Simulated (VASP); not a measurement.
# Ag (R-3m) in VASP: settings compared

The runs below take Ag through single point, with PBE, PBE+U.

All numbers are computed with VASP 6.6.1; they aren't measurements. Logs are shortened: lines on timing, memory, paths and dates and some standing lists are left out, and cuts for length are marked.

## 1. The cell of the first run

The structure is trigonal, space group R-3m (No. 166). Conventional cell: a = 2.906 Å, b = 2.906 Å, c = 21.332 Å, α = 90.00°, β = 90.00°, γ = 120.00°. Ag (site symmetry -3m) has 12 Ag at 2.90 to 2.91 Å within 3.8 Å. Within 3.8 Å of Ag (site symmetry 3m) lie 12 Ag at 2.90 to 2.91 Å.

## 2. Single point, PBE (17.33 Å³/atom)

INCAR

```
PREC = Accurate ; ENCUT = 520
EDIFF = 1E-7 ; ISMEAR = 0
SIGMA = 0.1 ; LREAL = F
LASPH = T ; NELM = 60
ALGO = Fast ; ISIF = 2
LWAVE = F ; LCHARG = T
GGA = PE ; LELF = T
LVHAR = T ; NBANDS = 24
```

KPOINTS

```
regular mesh
0
Gamma
  18 18 18
```

POSCAR

```
Ag
1.0
    1.4529574572      0.8388653790      7.1107565193
   -1.4529574572      0.8388653790      7.1107565193
    0.0000000000     -1.6777307581      7.1107565193
Ag
3
Direct
    0.0000000000      0.0000000000      0.0000000000
    0.7777073670      0.7777073670      0.7777073670
    0.2222926330      0.2222926330      0.2222926330
```

Potentials or basis: VASP PAW PBE potentials, release 64 (Ag).

On the command line:

```sh
$ cat potpaw_PBE.64/Ag/POTCAR > POTCAR
$ mpirun -np 1 vasp_std > vasp.out
```

OUTCAR:

```text
PREC = Accurate
   ENCUT = 520
   EDIFF = 1E-7
   ISMEAR = 0
   LREAL = F
   LASPH = T
   NELM = 60
   ISIF = 2
   GGA = PE

 ion  position               nearest neighbor table
   1  0.000  0.000  0.000-   2 2.90   2 2.90   3 2.90   3 2.90   2 2.90   3 2.90
   2  0.778  0.778  0.778-   1 2.90   1 2.90   1 2.90   3 2.91   3 2.91   3 2.91
   3  0.222  0.222  0.222-   1 2.90   1 2.90   1 2.90   2 2.91   2 2.91   2 2.91

  LATTYP: Found a trigonal (rhomboedric) cell.
 ALAT       =     7.3060001898
 COS(alpha) =     0.9209000090

  Lattice vectors:

 A1 = (   1.4529574572,   0.8388653790,   7.1107565193)
 A2 = (  -1.4529574572,   0.8388653790,   7.1107565193)
 A3 = (   0.0000000000,  -1.6777307581,   7.1107565193)

Analysis of symmetry for initial positions (statically):
=====================================================================
 Subroutine PRICEL returns:
 Original cell was already a primitive cell.

 Routine SETGRP: Setting up the symmetry group for a
 trigonal (rhombohedral) supercell.

 Subroutine GETGRP returns: Found 12 space group operations
 (whereof 12 operations were pure point group operations)
 out of a pool of 12 trial point group operations.

The static configuration has the point symmetry D_3d.

Analysis of symmetry for dynamics (positions and initial velocities):
=====================================================================
 Subroutine PRICEL returns:
 Original cell was already a primitive cell.

 Routine SETGRP: Setting up the symmetry group for a
 trigonal (rhombohedral) supercell.

 Subroutine GETGRP returns: Found 12 space group operations
 (whereof 12 operations were pure point group operations)
 out of a pool of 12 trial point group operations.

The dynamic configuration has the point symmetry D_3d.

 Subroutine INISYM returns: Found 12 space group operations
 (whereof 12 operations are pure point group operations),
 and found     1 'primitive' translations

----------------------------------------------------------------------------------------

                                     Primitive cell

  volume of cell :      52.0011

  direct lattice vectors                    reciprocal lattice vectors
     1.452957457  0.838865379  7.110756519     0.344125699  0.198681065  0.046877338
    -1.452957457  0.838865379  7.110756519    -0.344125699  0.198681065  0.046877338
     0.000000000 -1.677730758  7.110756519     0.000000000 -0.397362129  0.046877338

  length of vectors
     7.306000190  7.306000190  7.306000190     0.400117666  0.400117666  0.400117666

  position of ions in fractional coordinates (direct lattice)
     0.000000000  0.000000000  0.000000000
     0.777707367  0.777707367  0.777707367
     0.222292633  0.222292633  0.222292633

  ion indices of the primitive-cell ions
   primitive index   ion index
                 1           1
                 2           2
                 3           3

----------------------------------------------------------------------------------------

 KPOINTS: regular mesh

Automatic generation of k-mesh.
 Grid dimensions read from file:
 generate k-points for:   18   18   18

 Generating k-lattice:

  Cartesian coordinates                     Fractional coordinates (reciprocal lattice)
     0.019118094  0.011037837  0.002604297     0.055555556  0.000000000  0.000000000
    -0.019118094  0.011037837  0.002604297     0.000000000  0.055555556  0.000000000
     0.000000000 -0.022075674  0.002604297     0.000000000  0.000000000  0.055555556

  Length of vectors
     0.022228759  0.022228759  0.022228759

  Shift w.r.t. Gamma in fractional coordinates (k-lattice)
     0.000000000  0.000000000  0.000000000

 Subroutine IBZKPT returns following result:
 ===========================================

 Found    580 irreducible k-points:

 Following reciprocal coordinates:
            Coordinates               Weight
  0.000000  0.000000  0.000000      1.000000
  0.055556  0.000000  0.000000      6.000000
  0.111111  0.000000  0.000000      6.000000
  0.166667  0.000000  0.000000      6.000000
  0.222222  0.000000  0.000000      6.000000
  0.277778 -0.000000 -0.000000      6.000000
[... 16 lines left out ...]
 -0.277778  0.055556  0.000000     12.000000
 -0.222222  0.055556 -0.000000     12.000000
 [... further k-points ...]
   k-points           NKPTS =    580   k-points in BZ     NKDIM =    580   number of bands    NBANDS=     24
   number of dos      NEDOS =    301   number of ions     NIONS =      3
   total plane-waves  NPLWV = 157464
   dimension x,y,z NGX =    54 NGY =   54 NGZ =   54
   dimension x,y,z NGXF=   108 NGYF=  108 NGZF=  108
   ions per type =               3
   NGX,Y,Z   is equivalent  to a cutoff of  12.29, 12.29, 12.29 a.u.
   NGXF,Y,Z  is equivalent  to a cutoff of  24.58, 24.58, 24.58 a.u.
 SYSTEM =  unknown system
   PREC   = accura    normal or accurate (medium, high low for compatibility)
   ISTART =      0    job   : 0-new  1-cont  2-samecut
   ICHARG =      2    charge: 1-file 2-atom 10-const
   ISPIN  =      1    spin polarized calculation?
   LNONCOLLINEAR =      F non collinear calculations
   LSORBIT =      F    spin-orbit coupling
   LASPH  =      T    aspherical Exc in radial PAW
   ENCUT  =  520.0 eV  38.22 Ry    6.18 a.u.  13.58 13.58 13.58*2*pi/ulx,y,z
   NELM   =     60;   NELMIN=  2; NELMDL= -5     # of ELM steps
   EDIFF  = 0.1E-06   stopping-criterion for ELM
   LREAL  =      F    real-space projection
   EDIFFG = 0.1E-05   stopping-criterion for IOM
   NSW    =      0    number of steps for IOM
   IBRION =     -1    ionic relax: 0-MD 1-quasi-New 2-CG
   NFREE  =      0    steps in history (QN), initial steepest desc. (CG)
   ISIF   =      2    stress and relaxation
   ISYM   =      2    0-nonsym 1-usesym 2-fastsym
   POTIM  = 0.5000    time-step for ionic-motion
   TEBEG  =    0.0;   TEEND  =   0.0 temperature during run
   PSTRESS=    0.0 pullay stress
   NELECT =      33.0000    total number of electrons
   NUPDOWN=      -1.0000    fix difference up-down
   EMIN   =  10.00;   EMAX   =-10.00  energy-range for DOS
   EFERMI =   0.00;   METHOD = LEGACY
   ISMEAR =     0;   SIGMA  =   0.10  broadening in eV -4-tet -1-fermi 0-gaus
   EFERMI_NEDOS =   21; number of points for ismear=-14 and -15
   IALGO  =     68    algorithm
   IMIX   =      4    mixing-type and parameters
     AMIX     =   0.40;   BMIX     =  1.00
     AMIX_MAG =   1.60;   BMIX_MAG =  1.00
  volume/ion in A,a.u.               =      17.33       116.97
  Fermi-wavevector in a.u.,A,eV,Ry     =   1.406831  2.658526 26.928307  1.979175
  Thomas-Fermi vector in A             =   2.529152
   LORBIT       =      0    0 simple, 1 ext, 2 COOP (PROOUT), +10 PAW based schemes
   GGA     = PE    functional components
   LHFCALC =     F    Hartree Fock is set to
   AEXX    =    0.0000 exact exchange contribution
   IVDW    =     0    specifies the selected vdW correction
   LEPSILON=     F    determine dielectric tensor
   LRPA    =     F    only Hartree local field effects (RPA)
 non-spin polarized calculation
 RMM-DIIS sequential band-by-band and
 Gauss-broadening in eV      SIGMA  =   0.10
  energy-cutoff  :      520.00
  volume of cell :       52.00
 maximum number of plane-waves:      1437
   NGX = 27   NGY = 27   NGZ = 27

 number of electron      33.0000005 magnetization

 Free energy of the ion-electron system (eV)
  ---------------------------------------------------
  ext. energy  EPLUGINS =         0.00000000
  ---------------------------------------------------
  free energy    TOTEN  =        -8.13535347 eV

  energy without entropy =       -8.13141648  energy(sigma->0) =       -8.13338498

 E-fermi :   8.2053     XC(G=0): -12.1109

 val. band max:        8.2040435181   @ k =  -0.3333   0.1667   0.1667
 cond. band min:       8.2143680000   @ k =  -0.2778  -0.4444   0.2222
 fundamental gap:      0.0103244819
 Fermi energy:         8.2053462499

 k-point     1 :       0.0000    0.0000    0.0000
  band No.  band energies     occupation
      1       0.5557      2.00000
      2       2.0267      2.00000
      3       2.0351      2.00000
      4       3.4415      2.00000
      5       3.4415      2.00000
      6       3.4571      2.00000
[... 16 lines left out ...]
     23      25.2263      0.00000
     24      26.5196      0.00000

 k-point     2 :       0.0556    0.0000    0.0000
  band No.  band energies     occupation
      1       0.6417      2.00000
      2       2.0867      2.00000
      3       2.0963      2.00000
      4       3.4095      2.00000
      5       3.4206      2.00000
      6       3.4796      2.00000
[... 16 lines left out ...]
     23      25.0298      0.00000
     24      25.6969      0.00000

 k-point     3 :       0.1111    0.0000    0.0000
  band No.  band energies     occupation
      1       0.8921      2.00000
      2       2.2518      2.00000
      3       2.2640      2.00000
      4       3.3076      2.00000
      5       3.3365      2.00000
      6       3.5222      2.00000
[... 16 lines left out ...]
     23      24.5556      0.00000
     24      24.9071      0.00000

 k-point     4 :       0.1667    0.0000    0.0000
  band No.  band energies     occupation
      1       1.2781      2.00000
      2       2.4644      2.00000
      3       2.4714      2.00000
      4       3.1256      2.00000
      5       3.2386      2.00000
      6       3.3710      2.00000
[... 16 lines left out ...]
     23      23.8048      0.00000
     24      24.2644      0.00000

 k-point     5 :       0.2222    0.0000    0.0000
  band No.  band energies     occupation
      1       1.7222      2.00000
      2       2.5452      2.00000
      3       2.6099      2.00000
      4       2.9002      2.00000
      5       3.1166      2.00000
      6       3.3208      2.00000
[... 16 lines left out ...]
     23      22.7737      0.00000
     24      22.9682      0.00000

 k-point     6 :       0.2778   -0.0000   -0.0000
  band No.  band energies     occupation
      1       2.0481      2.00000
      2       2.4525      2.00000
      3       2.5548      2.00000
      4       2.7286      2.00000
      5       2.9474      2.00000
      6       3.4628      2.00000
[... 16 lines left out ...]
     23      21.2688      0.00000
     24      21.8580      0.00000
[... 379 lines left out ...]
 k-point    21 :      -0.3889    0.0556   -0.0000
  band No.  band energies     occupation
      1       1.9995      2.00000
      2       2.2316      2.00000
      3       2.3143      2.00000
      4       2.5005      2.00000
      5       2.6226      2.00000
      6       3.4599      2.00000
[... 16 lines left out ...]
     23      19.5917      0.00000
     24      20.1170      0.00000

 k-point    22 :      -0.3333    0.0556    0.0000
  band No.  band energies     occupation
      1       2.1021      2.00000
      2       2.3115      2.00000
      3       2.4192      2.00000
      4       2.5779      2.00000
      5       2.7195      2.00000
      6       3.5096      2.00000
[... 16 lines left out ...]
     23      19.9453      0.00000
     24      20.2529      0.00000

 k-point    23 :      -0.2778    0.0556    0.0000
  band No.  band energies     occupation
      1       2.1641      2.00000
      2       2.4329      2.00000
      3       2.5205      2.00000
      4       2.6987      2.00000
      5       2.8432      2.00000
      6       3.5017      2.00000
[... 16 lines left out ...]
     23      20.5246      0.00000
     24      20.7801      0.00000

 k-point    24 :      -0.2222    0.0556   -0.0000
  band No.  band energies     occupation
      1       1.9713      2.00000
      2       2.5606      2.00000
      3       2.6380      2.00000
      4       2.8390      2.00000
      5       2.9896      2.00000
      6       3.3126      2.00000
[... 16 lines left out ...]
     23      21.3393      0.00000
     24      22.1147      0.00000

 [... further k-points ...]

------------------------ aborting loop because EDIFF is reached ----------------------------------------

  FORCE on cell =-STRESS in cart. coord.  units (eV):
  Direction    XX          YY          ZZ          XY          YZ          ZX
  --------------------------------------------------------------------------------------
  -------------------------------------------------------------------------------------
  Total        0.9236026      0.9236026      0.9288386      0.0000000     -0.0000000      0.0000000
  in kB       28.4566329     28.4566329     28.6179564      0.0000000     -0.0000000      0.0000000
  external PRESSURE =      28.5104074 kB  Pullay stress =       0.0000000 kB

 VOLUME and BASIS-vectors are now :
 -----------------------------------------------------------------------------
  energy-cutoff  :      520.00
  volume of cell :       52.00
      direct lattice vectors                 reciprocal lattice vectors
     1.452957457  0.838865379  7.110756519     0.344125699  0.198681065  0.046877338
    -1.452957457  0.838865379  7.110756519    -0.344125699  0.198681065  0.046877338
     0.000000000 -1.677730758  7.110756519     0.000000000 -0.397362129  0.046877338

 POSITION                                       TOTAL-FORCE (eV/Angst)
 -----------------------------------------------------------------------------------
      0.00000      0.00000      0.00000         0.000000      0.000000     -0.000000
      0.00000     -0.00000     16.59026         0.000000     -0.000000      0.000109
      0.00000     -0.00000      4.74201         0.000000      0.000000     -0.000109
 -----------------------------------------------------------------------------------
    total drift:                                0.000000     -0.000000     -0.000000

  FREE ENERGIE OF THE ION-ELECTRON SYSTEM (eV)
  ---------------------------------------------------
  free  energy   TOTEN  =        -8.1353534670 eV

  energy  without entropy=       -8.1314164845  energy(sigma->0) =       -8.13338498
```

Wall time 35 min (1 thread of Intel Xeon 6975P-C (Granite Rapids), shared host); peak memory 0.81 GiB.

What came out:

- Free energy: -8.1354 eV
- Pressure: 2.9 GPa
- Band gap on the k mesh: zero (an odd number of electrons rules out a gap without spin polarisation)

Levels at points of the mesh, in eV from the Fermi level:
```
           k point  band 15  band 16  band 17  band 18  band 19  band 20
(0.00, 0.00, 0.00)    -3.27    -3.26    -3.21    -3.21     7.87     7.90
(0.50, 0.00, 0.00)    -2.86    -0.06     1.22     1.28     4.87     5.05
(0.50, 0.50, 0.00)    -2.83     0.25     0.53     1.53     4.03     5.94
(0.50, 0.50, 0.50)    -3.64    -3.05    -3.05    -0.35     3.52    14.00
```

[end of part 1 of 2]
